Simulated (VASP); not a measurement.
Runs of VASP 6.6.1 on Si. The structure is that of space group P6_3/mmc (No. 194), or close to it. The cells are those of the table. 

| level | cell | smearing | gap on the mesh (eV) | pressure (GPa) |
| --- | --- | --- | --- | --- |
| r2SCAN | a = 3.851, b = 3.851, c = 6.332 Å, angles 90.0, 90.0, 120.0°, 4 atoms | gaussian 0.01 eV | (a) | -1.0 |
| PBE | a = 3.832, b = 3.832, c = 6.310 Å, angles 90.0, 90.0, 120.0°, 4 atoms | fermi-dirac 0.02 eV | 0.40 | 1.7 |
| r2SCAN | a = 3.813, b = 3.813, c = 6.310 Å, angles 90.0, 90.0, 120.0°, 4 atoms | gaussian 0.01 eV | (c) | 1.3 |
| PBE | a = 3.947, b = 3.947, c = 6.531 Å, angles 90.0, 90.0, 120.0°, 4 atoms | fermi-dirac 0.02 eV | 0.60 | (b) |
| PBE | a = 3.813, b = 3.813, c = 6.310 Å, angles 90.0, 90.0, 120.0°, 4 atoms | fermi-dirac 0.02 eV | 0.39 | 2.6 |

Alike in all rows: task single point; potentials or basis VASP PAW PBE potentials, release 64 (Si); no spin polarisation; k mesh 12 × 12 × 4; cutoff (eV) 520.

Task: Fill in the values left out.

Result: (a) 0.62; (b) -5.7; (c) 0.59.

Caveats: the PAW data sets were made with another functional, which shifts forces and pressure a little (some runs).

A k mesh can miss the band edges.
